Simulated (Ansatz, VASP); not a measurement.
**Two plane-wave programs on Si2Ni**

The input INCAR:

```
SYSTEM = Si2Ni
PREC     = Accurate       ! precision mode
ENCUT    = 520            ! plane-wave cutoff, eV
EDIFF    = 1E-6           ! SCF threshold, eV
ISMEAR   = 0              ! smearing method
SIGMA    = 0.1            ! smearing width, eV
LREAL    = .False.        ! projectors in reciprocal space
LASPH    = .True.         ! aspherical terms in the spheres
NELM     = 80             ! most SCF steps
ALGO     = Normal         ! electronic algorithm
ISIF     = 2              ! what is computed and relaxed
LWAVE    = .False.        ! write WAVECAR
LCHARG   = .False.        ! write CHGCAR
GGA      = PE             ! functional
NBANDS   = 16             ! bands
```

KPOINTS

```
Automatic mesh
0
Gamma
  6 6 6
  0 0 0
```

File POSCAR:

```
Si2Ni
1.0
    0.0000000000      2.7030000000      2.7030000000
    2.7030000000      0.0000000000      2.7030000000
    2.7030000000      2.7030000000      0.0000000000
Si Ni
2 1
Direct
    0.2500000000      0.2500000000      0.2500000000
    0.7500000000      0.7500000000      0.7500000000
    0.0000000000      0.0000000000      0.0000000000
```

Input for Ansatz:

```yaml
crystal:
  lattice:
    - [0.0, 2.703, 2.703]
    - [2.703, 0.0, 2.703]
    - [2.703, 2.703, 0.0]
  atoms:
    - { symbol: Si, position: [0.25, 0.25, 0.25] }
    - { symbol: Si, position: [0.75, 0.75, 0.75] }
    - { symbol: Ni, position: [0.0, 0.0, 0.0], spin: 2.0 }
basis:
  ecutwfc: 420
kpoints:
  mp_grid: { grid: [6, 6, 6] }
hamiltonian:
  xc: pbe
scf:
  occupations: { method: gaussian, width: 0.1 }
  lower_state_search: "off"
output:
  forces: true
  stress: true
  eigenvalues: true
  populations: true
magnetization:
  spin_polarized: true
```

Alike in both runs: task single point; functional PBE; k mesh 6 × 6 × 6; occupations gaussian, width 0.1 eV; no spin polarisation.

|  | VASP | Ansatz |
| --- | --- | --- |
| version | VASP 6.6.1 | Ansatz 0.2.0 |
| potentials or method | VASP PAW PBE potentials, release 64 (Si, Ni), cutoff 520 eV | scalar-relativistic, plane waves, PAW |
| valence electrons in the cell | 18 | 26 |

```tsv
	VASP	Ansatz	Ansatz less VASP
gap on the k mesh at the Fermi level (eV)	none	none	-
pressure (GPa)	3.7	3.8	+0.11
```

A gap of «none» marks a metal or a gap that the smearing closes. VASP's potentials hold 18 valence electrons a cell and Ansatz's 26, so a difference there can come from the potentials and not from the codes. Ansatz's warnings: seeded moment not kept.
